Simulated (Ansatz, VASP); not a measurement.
## RhN: VASP beside Ansatz

```
CELL_PARAMETERS angstrom
0.00000 2.29960 2.29960
2.29960 0.00000 2.29960
2.29960 2.29960 0.00000
ATOMIC_POSITIONS crystal
Rh 0.00000 0.00000 0.00000
N 0.25000 0.25000 0.25000
```

Alike in both runs: task single point; functional LDA; k mesh 12 × 12 × 12; occupations gaussian, width 0.05 eV; no spin polarisation.

|  | VASP | Ansatz |
| --- | --- | --- |
| version | VASP 6.6.1 | Ansatz 0.2.0 |
| potentials or method | VASP PAW LDA potentials, release 64 (Rh_pv, N), cutoff 520 eV | scalar-relativistic, plane waves, PAW |
| valence electrons in the cell | 20 | 22 |

|  | VASP | Ansatz | Ansatz less VASP |
| --- | --- | --- | --- |
| gap on the k mesh at the Fermi level (eV) | none | none | - |
| pressure (GPa) | -13.0 | -13.6 | -0.60 |

LDA's correlation is that of Perdew and Zunger in VASP and of Perdew and Wang (1992) in Ansatz. A gap of «none» marks a metal or a gap that the smearing closes. VASP's potentials hold 20 valence electrons a cell and Ansatz's 22, so a difference there can come from the potentials and not from the codes.
